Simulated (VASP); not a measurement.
Input of a VASP 6.6.1 run:

Contents of INCAR:

```
  PREC = Accurate
  ENCUT = 520
  EDIFF = 1E-6
  ISMEAR = 0
  SIGMA = 0.1
  LREAL = Auto
  LASPH = True
  NELM = 100
  ALGO = Normal
  ISIF = 2
  LWAVE = False
  LCHARG = False
  GGA = PE
  NBANDS = 230
  LUSENCCL = False
```

File KPOINTS:

```
Automatic mesh
0
Gamma
  3 3 3
```

POSCAR

```
Nb32H
1.0
    0.0000000000     -6.6224786111      6.6224786111
    6.6224786111     -6.6224786111      0.0000000000
    6.6224786111      0.0000000000      6.6224786111
Nb H
32 1
Direct
    0.0001826048      0.5009729923     -0.0001702195
    0.4987851220      0.5004098188      0.0001539427
    0.1257857448      0.6253554994      0.1241808021
    0.6241630368      0.6271150742      0.1258252240
    0.2498096901      0.7493627056      0.2512583603
    0.7496462983      0.7493433944      0.2503653489
    0.3741802702      0.8749752529      0.3756629178
    0.8764227216      0.8680345915      0.3825883028
    0.0071339877     -0.0012735047     -0.0071219063
    0.4981041014      0.0009588235     -0.0003803409
    0.1258460017      0.1254881108      0.1251120192
    0.6174253559      0.1270336155      0.1235895391
    0.2481000940      0.2509830071      0.2496137869
    0.7481242248      0.2578220061      0.2518874356
    0.3747628456      0.3764016849      0.3752714649
    0.0003928981      0.4986698580      0.5019078859
    0.8741852968      0.3770921862      0.3758483370
    0.4989808015      0.5012668956      0.5010308145
    0.1255413941      0.6245074406      0.6260913274
    0.6243493802      0.6248061671      0.6258318421
    0.2506341716      0.7496057824      0.7493774654
    0.7503985079      0.7486847600      0.7519119149
    0.3764806705      0.8747908503      0.8735275152
    0.8758308011      0.8753110265      0.8742254810
   -0.0001428135     -0.0006622499      0.5012268317
    0.4987313303      0.0002926552      0.5012805262
    0.1264839946      0.1247879720      0.6235307490
    0.6247396579      0.1264241428      0.6252490026
    0.2503576801      0.2507917494      0.7496548447
    0.7487533383      0.2504194051      0.7502019593
    0.3739211610      0.3761272861      0.8744713396
    0.8749011797      0.3764338710      0.8741658434
    0.8122901287      0.0629940063      0.1877244336
```

Potentials or basis: VASP PAW PBE potentials, release 64 (Nb_sv, H).

Run with:

```sh
$ cat potpaw_PBE.64/Nb_sv/POTCAR potpaw_PBE.64/H/POTCAR > POTCAR
$ mpirun -np 1 vasp_std > vasp.out
```

(1) What does it give for the band gap on the k mesh?

(2) What does it give for the largest force?

(3) What does it give for the pressure?

Answers

(1) zero (an odd number of electrons rules out a gap without spin polarisation).

(2) 0.005 eV/Å.

(3) -0.1 GPa.

Caveat: the cell differs from its parent crystal (with an interstitial atom, then relaxed in part).
